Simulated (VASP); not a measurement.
# MgS (F-43m) in VASP: further runs

MgS is run at these levels: PBEsol; tasks: single point.

All numbers are computed with VASP 6.6.1; they aren't measurements. Logs are shortened: lines on timing, memory, paths and dates and some standing lists are left out, and cuts for length are marked.

## (1) The cell of the first run

The structure is cubic, space group F-43m (No. 216). Conventional cell: a = 5.666 Å, b = 5.666 Å, c = 5.666 Å, α = 90.00°, β = 90.00°, γ = 90.00°. Within 3.2 Å of Mg (site symmetry -43m) lie 4 S at 2.45 Å. S (site symmetry -43m) has 4 Mg at 2.45 Å within 3.2 Å.

## (2) Single point, PBEsol

The input, INCAR:

```
  PREC = Accurate
  ENCUT = 600
  EDIFF = 1E-6
  ISMEAR = 0
  SIGMA = 0.1
  LREAL = False
  LASPH = True
  NELM = 120
  ALGO = Normal
  ISIF = 2
  LWAVE = False
  LCHARG = False
  GGA = PS
  NBANDS = 11
  GGA_COMPAT = False
```

The input, KPOINTS:

```
regular mesh
0
Gamma
  6 6 6
```

The input, POSCAR:

```
MgS
1.0
    0.0000000000      2.8331200500      2.8331200500
    2.8331200500      0.0000000000      2.8331200500
    2.8331200500      2.8331200500      0.0000000000
Mg S
1 1
Direct
    0.0000000000      0.0000000000      0.0000000000
    0.2500000000      0.2500000000      0.2500000000
```

Potentials or basis: VASP PAW PBE potentials, release 64 (Mg, S).

On the command line:

```bash
> cat potpaw_PBE.64/Mg/POTCAR potpaw_PBE.64/S/POTCAR > POTCAR
> mpirun -np 1 vasp_std > vasp.out
```

OUTCAR:

```text
PREC = Accurate
   ENCUT = 600
   EDIFF = 1E-6
   ISMEAR = 0
   LREAL = False
   LASPH = True
   NELM = 120
   ISIF = 2
   GGA = PS

 ion  position               nearest neighbor table
   1  0.000  0.000  0.000-   2 2.45   2 2.45   2 2.45   2 2.45
   2  0.250  0.250  0.250-   1 2.45   1 2.45   1 2.45   1 2.45

  LATTYP: Found a face centered cubic cell.
 ALAT       =     5.6662401000

  Lattice vectors:

 A1 = (   0.0000000000,   2.8331200500,   2.8331200500)
 A2 = (   2.8331200500,   0.0000000000,   2.8331200500)
 A3 = (   2.8331200500,   2.8331200500,   0.0000000000)

Analysis of symmetry for initial positions (statically):
=====================================================================
 Subroutine PRICEL returns:
 Original cell was already a primitive cell.

 Routine SETGRP: Setting up the symmetry group for a
 face centered cubic supercell.

 Subroutine GETGRP returns: Found 24 space group operations
 (whereof 24 operations were pure point group operations)
 out of a pool of 48 trial point group operations.

The static configuration has the point symmetry T_d .

Analysis of symmetry for dynamics (positions and initial velocities):
=====================================================================
 Subroutine PRICEL returns:
 Original cell was already a primitive cell.

 Routine SETGRP: Setting up the symmetry group for a
 face centered cubic supercell.

 Subroutine GETGRP returns: Found 24 space group operations
 (whereof 24 operations were pure point group operations)
 out of a pool of 48 trial point group operations.

The dynamic configuration has the point symmetry T_d .

 Subroutine INISYM returns: Found 24 space group operations
 (whereof 24 operations are pure point group operations),
 and found     1 'primitive' translations

----------------------------------------------------------------------------------------

                                     Primitive cell

  volume of cell :      45.4805

  direct lattice vectors                    reciprocal lattice vectors
     0.000000000  2.833120050  2.833120050    -0.176483873  0.176483873  0.176483873
     2.833120050  0.000000000  2.833120050     0.176483873 -0.176483873  0.176483873
     2.833120050  2.833120050  0.000000000     0.176483873  0.176483873 -0.176483873

  length of vectors
     4.006636799  4.006636799  4.006636799     0.305679035  0.305679035  0.305679035

  position of ions in fractional coordinates (direct lattice)
     0.000000000  0.000000000  0.000000000
     0.250000000  0.250000000  0.250000000

  ion indices of the primitive-cell ions
   primitive index   ion index
                 1           1
                 2           2

----------------------------------------------------------------------------------------

 KPOINTS: regular mesh

Automatic generation of k-mesh.
 Grid dimensions read from file:
 generate k-points for:    6    6    6

 Generating k-lattice:

  Cartesian coordinates                     Fractional coordinates (reciprocal lattice)
    -0.029413979  0.029413979  0.029413979     0.166666667  0.000000000  0.000000000
     0.029413979 -0.029413979  0.029413979     0.000000000  0.166666667  0.000000000
     0.029413979  0.029413979 -0.029413979     0.000000000  0.000000000  0.166666667

  Length of vectors
     0.050946506  0.050946506  0.050946506

  Shift w.r.t. Gamma in fractional coordinates (k-lattice)
     0.000000000  0.000000000  0.000000000

 Subroutine IBZKPT returns following result:
 ===========================================

 Found     16 irreducible k-points:

 Following reciprocal coordinates:
            Coordinates               Weight
  0.000000  0.000000  0.000000      1.000000
  0.166667  0.000000  0.000000      8.000000
  0.333333  0.000000  0.000000      8.000000
  0.500000  0.000000  0.000000      4.000000
  0.166667  0.166667  0.000000      6.000000
  0.333333  0.166667  0.000000     24.000000
[... 8 lines left out ...]
 -0.333333  0.333333  0.166667     24.000000
 -0.333333  0.500000  0.166667     12.000000
   k-points           NKPTS =     16   k-points in BZ     NKDIM =     16   number of bands    NBANDS=     11
   number of dos      NEDOS =    301   number of ions     NIONS =      2
   total plane-waves  NPLWV =  32768
   dimension x,y,z NGX =    32 NGY =   32 NGZ =   32
   dimension x,y,z NGXF=    64 NGYF=   64 NGZF=   64
   ions per type =               1   1
   NGX,Y,Z   is equivalent  to a cutoff of  13.28, 13.28, 13.28 a.u.
   NGXF,Y,Z  is equivalent  to a cutoff of  26.56, 26.56, 26.56 a.u.
 SYSTEM =  unknown system
   PREC   = accura    normal or accurate (medium, high low for compatibility)
   ISTART =      0    job   : 0-new  1-cont  2-samecut
   ICHARG =      2    charge: 1-file 2-atom 10-const
   ISPIN  =      1    spin polarized calculation?
   LNONCOLLINEAR =      F non collinear calculations
   LSORBIT =      F    spin-orbit coupling
   LASPH  =      T    aspherical Exc in radial PAW
   ENCUT  =  600.0 eV  44.10 Ry    6.64 a.u.   8.00  8.00  8.00*2*pi/ulx,y,z
   NELM   =    120;   NELMIN=  2; NELMDL= -5     # of ELM steps
   EDIFF  = 0.1E-05   stopping-criterion for ELM
   LREAL  =      F    real-space projection
   EDIFFG = 0.1E-04   stopping-criterion for IOM
   NSW    =      0    number of steps for IOM
   IBRION =     -1    ionic relax: 0-MD 1-quasi-New 2-CG
   NFREE  =      0    steps in history (QN), initial steepest desc. (CG)
   ISIF   =      2    stress and relaxation
   ISYM   =      2    0-nonsym 1-usesym 2-fastsym
   POTIM  = 0.5000    time-step for ionic-motion
   TEBEG  =    0.0;   TEEND  =   0.0 temperature during run
   PSTRESS=    0.0 pullay stress
   NELECT =       8.0000    total number of electrons
   NUPDOWN=      -1.0000    fix difference up-down
   EMIN   =  10.00;   EMAX   =-10.00  energy-range for DOS
   EFERMI =   0.00;   METHOD = LEGACY
   ISMEAR =     0;   SIGMA  =   0.10  broadening in eV -4-tet -1-fermi 0-gaus
   EFERMI_NEDOS =   21; number of points for ismear=-14 and -15
   IALGO  =     38    algorithm
   IMIX   =      4    mixing-type and parameters
     AMIX     =   0.40;   BMIX     =  1.00
     AMIX_MAG =   1.60;   BMIX_MAG =  1.00
  volume/ion in A,a.u.               =      22.74       153.46
  Fermi-wavevector in a.u.,A,eV,Ry     =   0.917269  1.733386 11.447692  0.841382
  Thomas-Fermi vector in A             =   2.042218
   LORBIT       =      0    0 simple, 1 ext, 2 COOP (PROOUT), +10 PAW based schemes
   GGA     = PS    functional components
   LHFCALC =     F    Hartree Fock is set to
   AEXX    =    0.0000 exact exchange contribution
   IVDW    =     0    specifies the selected vdW correction
   LEPSILON=     F    determine dielectric tensor
   LRPA    =     F    only Hartree local field effects (RPA)
 non-spin polarized calculation
 Gauss-broadening in eV      SIGMA  =   0.10
  energy-cutoff  :      600.00
  volume of cell :       45.48
 maximum number of plane-waves:      1527
   NGX = 17   NGY = 17   NGZ = 17

 number of electron       8.0000000 magnetization

 Free energy of the ion-electron system (eV)
  ---------------------------------------------------
  ext. energy  EPLUGINS =         0.00000000
  ---------------------------------------------------
  free energy    TOTEN  =        -8.91686914 eV

  energy without entropy =       -8.91686914  energy(sigma->0) =       -8.91686914

 E-fermi :   1.4812     XC(G=0):  -8.5676

 val. band max:        0.9873436826   @ k =   0.0000   0.0000   0.0000
 cond. band min:       4.2720202302   @ k =   0.0000   0.0000   0.0000
 fundamental gap:      3.2846765476
 Fermi energy:         1.4812201439

 k-point     1 :       0.0000    0.0000    0.0000
  band No.  band energies     occupation
      1     -10.2739      2.00000
      2       0.9873      2.00000
      3       0.9873      2.00000
      4       0.9873      2.00000
      5       4.2720      0.00000
      6       8.8537      0.00000
      7       8.8537      0.00000
      8       8.8537      0.00000
      9      11.7656      0.00000
     10      11.7656      0.00000
     11      14.5153      0.00000

 k-point     2 :       0.1667    0.0000    0.0000
  band No.  band energies     occupation
      1     -10.1210      2.00000
      2      -0.1070      2.00000
      3       0.8967      2.00000
      4       0.8967      2.00000
      5       5.2918      0.00000
      6       8.5893      0.00000
      7       9.1054      0.00000
      8       9.1054      0.00000
      9      11.1485      0.00000
     10      11.1485      0.00000
     11      13.5493      0.00000

 k-point     3 :       0.3333    0.0000    0.0000
  band No.  band energies     occupation
      1      -9.7788      2.00000
      2      -1.5747      2.00000
      3       0.7324      2.00000
      4       0.7324      2.00000
      5       5.9929      0.00000
      6       8.8173      0.00000
      7       8.8173      0.00000
      8       9.0093      0.00000
      9      12.1088      0.00000
     10      12.1088      0.00000
     11      12.9108      0.00000

 k-point     4 :       0.5000    0.0000    0.0000
  band No.  band energies     occupation
      1      -9.5839      2.00000
      2      -2.1886      2.00000
      3       0.6574      2.00000
      4       0.6574      2.00000
      5       5.9742      0.00000
      6       8.5249      0.00000
      7       8.5249      0.00000
      8       9.3997      0.00000
      9      13.6771      0.00000
     10      14.1359      0.00000
     11      14.1359      0.00000
[... 127 lines left out ...]
 k-point    14 :       0.5000    0.3333    0.1667
  band No.  band energies     occupation
      1      -9.5454      2.00000
      2      -1.4895      2.00000
      3      -0.3449      2.00000
      4       0.2833      2.00000
      5       6.5237      0.00000
      6       7.9745      0.00000
      7       8.3698      0.00000
      8      10.6910      0.00000
      9      11.5733      0.00000
     10      14.4209      0.00000
     11      15.2610      0.00000

 k-point    15 :      -0.3333    0.3333    0.1667
  band No.  band energies     occupation
      1      -9.4134      2.00000
      2      -1.5905      2.00000
      3      -0.7033      2.00000
      4       0.0772      2.00000
      5       6.6069      0.00000
      6       7.9085      0.00000
      7       9.3109      0.00000
      8      10.1783      0.00000
      9      12.1016      0.00000
     10      13.9076      0.00000
     11      15.2010      0.00000

 k-point    16 :      -0.3333    0.5000    0.1667
  band No.  band energies     occupation
      1      -9.3548      2.00000
      2      -1.5470      2.00000
      3      -0.5940      2.00000
      4      -0.2967      2.00000
      5       5.8114      0.00000
      6       7.7374      0.00000
      7      10.2522      0.00000
      8      10.2850      0.00000
      9      13.3736      0.00000
     10      14.7094      0.00000
     11      14.8321      0.00000

------------------------ aborting loop because EDIFF is reached ----------------------------------------

  FORCE on cell =-STRESS in cart. coord.  units (eV):
  Direction    XX          YY          ZZ          XY          YZ          ZX
  --------------------------------------------------------------------------------------
  -------------------------------------------------------------------------------------
  Total       -0.1437715     -0.1437715     -0.1437715      0.0000000      0.0000000     -0.0000000
  in kB       -5.0647568     -5.0647568     -5.0647568      0.0000000      0.0000000     -0.0000000
  external PRESSURE =      -5.0647568 kB  Pullay stress =       0.0000000 kB

 VOLUME and BASIS-vectors are now :
 -----------------------------------------------------------------------------
  energy-cutoff  :      600.00
  volume of cell :       45.48
      direct lattice vectors                 reciprocal lattice vectors
     0.000000000  2.833120050  2.833120050    -0.176483873  0.176483873  0.176483873
     2.833120050  0.000000000  2.833120050     0.176483873 -0.176483873  0.176483873
     2.833120050  2.833120050  0.000000000     0.176483873  0.176483873 -0.176483873

 POSITION                                       TOTAL-FORCE (eV/Angst)
 -----------------------------------------------------------------------------------
      0.00000      0.00000      0.00000        -0.000000     -0.000000     -0.000000
      1.41656      1.41656      1.41656         0.000000      0.000000      0.000000
 -----------------------------------------------------------------------------------
    total drift:                               -0.000000     -0.000000     -0.000000

  FREE ENERGIE OF THE ION-ELECTRON SYSTEM (eV)
  ---------------------------------------------------
  free  energy   TOTEN  =        -8.9168691447 eV

  energy  without entropy=       -8.9168691447  energy(sigma->0) =       -8.91686914
```

Run time: 8.7 s. Hardware: 1 thread of Intel Xeon Platinum 8488C (Sapphire Rapids), shared host; peak memory 0.17 GiB.

What came out:

- Free energy: -8.9169 eV
- Pressure: -0.5 GPa
- Band gap on the k mesh: 3.28 eV

Levels at points of the mesh, in eV from the valence-band top:
| k point | band 2 | band 3 | band 4 | band 5 | band 6 | band 7 |
| --- | --- | --- | --- | --- | --- | --- |
| (0.00, 0.00, 0.00) | 0.00 | 0.00 | 0.00 | 3.28 | 7.87 | 7.87 |
| (0.50, 0.00, 0.00) | -3.18 | -0.33 | -0.33 | 4.99 | 7.54 | 7.54 |
| (0.50, 0.50, 0.00) | -2.85 | -1.05 | -1.05 | 3.71 | 5.54 | 11.01 |

Caveat: the PAW data sets were made with another functional, which shifts forces and pressure a little.

## (3) Single point, PBEsol

This run uses another cell than the first one, of 22.57 Å³/atom.

The input, INCAR:

```
SYSTEM = MgS
ALGO = Normal
EDIFF = 1E-6
ENCUT = 600
GGA = PS
GGA_COMPAT = .False.
ISIF = 2
ISMEAR = 0
LASPH = .True.
LCHARG = .False.
LREAL = .False.
LWAVE = .False.
NBANDS = 11
NELM = 120
PREC = Accurate
SIGMA = 0.02
```

The input, KPOINTS:

```
k-points
0
Gamma
  8 8 8
  0 0 0
```

The input, POSCAR:

```
MgS
1.0
    0.0000000000      2.8258920338      2.8258920338
    2.8258920338      0.0000000000      2.8258920338
    2.8258920338      2.8258920338      0.0000000000
Mg S
1 1
Direct
    0.0000000000      0.0000000000      0.0000000000
    0.2500000000      0.2500000000      0.2500000000
```

Potentials or basis: VASP PAW PBE potentials, release 64 (Mg, S).

On the command line:

```bash
> cat potpaw_PBE.64/Mg/POTCAR potpaw_PBE.64/S/POTCAR > POTCAR
> mpirun -np 1 vasp_std > vasp.out
```

OUTCAR:

```text
SYSTEM = MgS
   EDIFF = 1E-6
   ENCUT = 600
   GGA = PS
   ISIF = 2
   ISMEAR = 0
   LASPH = .True.
   LREAL = .False.
   NELM = 120
   PREC = Accurate

 ion  position               nearest neighbor table
   1  0.000  0.000  0.000-   2 2.45   2 2.45   2 2.45   2 2.45
   2  0.250  0.250  0.250-   1 2.45   1 2.45   1 2.45   1 2.45

  LATTYP: Found a face centered cubic cell.
 ALAT       =     5.6517840676

  Lattice vectors:

 A1 = (   0.0000000000,   2.8258920338,   2.8258920338)
[... 521 lines left out ...]

------------------------ aborting loop because EDIFF is reached ----------------------------------------

  FORCE on cell =-STRESS in cart. coord.  units (eV):
  Direction    XX          YY          ZZ          XY          YZ          ZX
  --------------------------------------------------------------------------------------
  -------------------------------------------------------------------------------------
  Total       -0.0202175     -0.0202175     -0.0202175     -0.0000000      0.0000000     -0.0000000
  in kB       -0.7176980     -0.7176980     -0.7176980     -0.0000000      0.0000000     -0.0000000
  external PRESSURE =      -0.7176980 kB  Pullay stress =       0.0000000 kB

 VOLUME and BASIS-vectors are now :
 -----------------------------------------------------------------------------
  energy-cutoff  :      600.00
  volume of cell :       45.13
      direct lattice vectors                 reciprocal lattice vectors
     0.000000000  2.825892034  2.825892034    -0.176935281  0.176935281  0.176935281
     2.825892034  0.000000000  2.825892034     0.176935281 -0.176935281  0.176935281
     2.825892034  2.825892034  0.000000000     0.176935281  0.176935281 -0.176935281

 POSITION                                       TOTAL-FORCE (eV/Angst)
 -----------------------------------------------------------------------------------
      0.00000      0.00000      0.00000         0.000000      0.000000      0.000000
      1.41295      1.41295      1.41295        -0.000000     -0.000000     -0.000000
 -----------------------------------------------------------------------------------
    total drift:                               -0.000000     -0.000000     -0.000000

  FREE ENERGIE OF THE ION-ELECTRON SYSTEM (eV)
  ---------------------------------------------------
  free  energy   TOTEN  =        -8.9180645125 eV

  energy  without entropy=       -8.9180645125  energy(sigma->0) =       -8.91806451
```

OSZICAR:

```text
N       E                     dE             d eps       ncg     rms          rms(c)
DAV:   1     0.261168933929E+02    0.26117E+02   -0.36635E+03   646   0.646E+02
DAV:   2    -0.717235777144E+01   -0.33289E+02   -0.31642E+02   748   0.102E+02
DAV:   3    -0.938305099416E+01   -0.22107E+01   -0.22066E+01   805   0.288E+01
DAV:   4    -0.940134830627E+01   -0.18297E-01   -0.18295E-01   753   0.315E+00
DAV:   5    -0.940156463270E+01   -0.21633E-03   -0.21632E-03   797   0.343E-01    0.374E+00
DAV:   6    -0.895619382993E+01    0.44537E+00   -0.10953E+00   692   0.384E+00    0.272E+00
DAV:   7    -0.891685993080E+01    0.39334E-01   -0.23129E-01   754   0.191E+00    0.205E+00
DAV:   8    -0.891868693752E+01   -0.18270E-02   -0.14899E-02   722   0.739E-01    0.105E+00
DAV:   9    -0.891797735900E+01    0.70958E-03   -0.18277E-03   737   0.213E-01    0.359E-01
DAV:  10    -0.891805260787E+01   -0.75249E-04   -0.23259E-04   740   0.741E-02    0.314E-02
DAV:  11    -0.891806512895E+01   -0.12521E-04   -0.12257E-05   746   0.184E-02    0.514E-02
DAV:  12    -0.891806451251E+01    0.61644E-06   -0.13757E-06   769   0.513E-03
   1 F= -.89180645E+01 E0= -.89180645E+01  d E =-.857979E-22
```

stdout:

```text
POSCAR found type information on POSCAR MgS
 POSCAR found :  2 types and       2 ions
 scaLAPACK will be used
 -----------------------------------------------------------------------------
|                                                                             |
|                                                                             |
|     You enforced a specific xc type in the INCAR file but a different       |
|     I HOPE YOU KNOW WHAT YOU ARE DOING!                                     |
|                                                                             |
 -----------------------------------------------------------------------------

 LDA part: xc-table for (Slater+PW92), standard interpolation
 POSCAR, INCAR and KPOINTS ok, starting setup
 FFT: planning ... GRIDC
 FFT: planning ... GRID_SOFT
 FFT: planning ... GRID
 WAVECAR not read
 entering main loop
```

Run time: 12 s. Hardware: 1 thread of Intel Xeon Platinum 8488C (Sapphire Rapids), shared host; peak memory 0.18 GiB.

Results:

```yaml
Free_energy: -8.9181 eV
Pressure: -0.1 GPa
Band_gap_on_the_k_mesh: 3.32 eV
```

Caveat: the PAW data sets were made with another functional, which shifts forces and pressure a little. A k mesh can miss the band edges.
